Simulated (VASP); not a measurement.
## Au: single point with LDA

The system is Au.

```
CELL_PARAMETERS angstrom
0.00000 2.10686 1.98413
2.10686 0.00000 1.98413
2.10686 2.10686 0.00000
ATOMIC_POSITIONS crystal
Au 0.00000 0.00000 0.00000
```

This cell differs from its parent crystal: strain +0.030 along x and y, -0.030 along z.

```yaml
Program: VASP 6.6.1
Task: single point
Functional: LDA
Potentials_or_basis: VASP PAW LDA potentials, release 64 (Au)
Cutoff: 520 eV
k_mesh: 20 × 20 × 20
Occupations: gaussian, width 0.15 eV
Spin: no spin polarisation
```

* Pressure: -9.3 GPa
* Band gap on the k mesh: zero (an odd number of electrons rules out a gap without spin polarisation)

Stress tensor (GPa, compression positive):
```
-9.78  0.00  0.00
 0.00 -9.78  0.00
 0.00  0.00 -8.48
```

Levels at points of the mesh, in eV from the Fermi level:
| k point | band 3 | band 4 | band 5 | band 6 | band 7 | band 8 | band 9 | band 10 |
| --- | --- | --- | --- | --- | --- | --- | --- | --- |
| (0.00, 0.00, 0.00) | -4.68 | -4.20 | -3.37 | -2.83 | 14.59 | 17.98 | 17.98 | 18.94 |
| (0.50, 0.00, 0.00) | -4.31 | -2.07 | -1.82 | -0.84 | 2.89 | 13.83 | 16.13 | 17.62 |
| (0.50, 0.50, 0.00) | -1.99 | -1.62 | -1.62 | 1.75 | 6.38 | 9.14 | 9.14 | 16.30 |
| (0.50, 0.00, 0.50) | -2.00 | -1.85 | -1.48 | 0.73 | 5.05 | 10.15 | 10.26 | 17.28 |

It took 110 s on 1 thread of Intel Xeon 8259CL, with other jobs on the host, peak memory 0.25 GiB.

Caveat: the cell differs from its parent crystal (strain +0.030 along x and y, -0.030 along z); the cell stands under tension; spin-orbit coupling is left out, which moves the levels of the heavy elements.
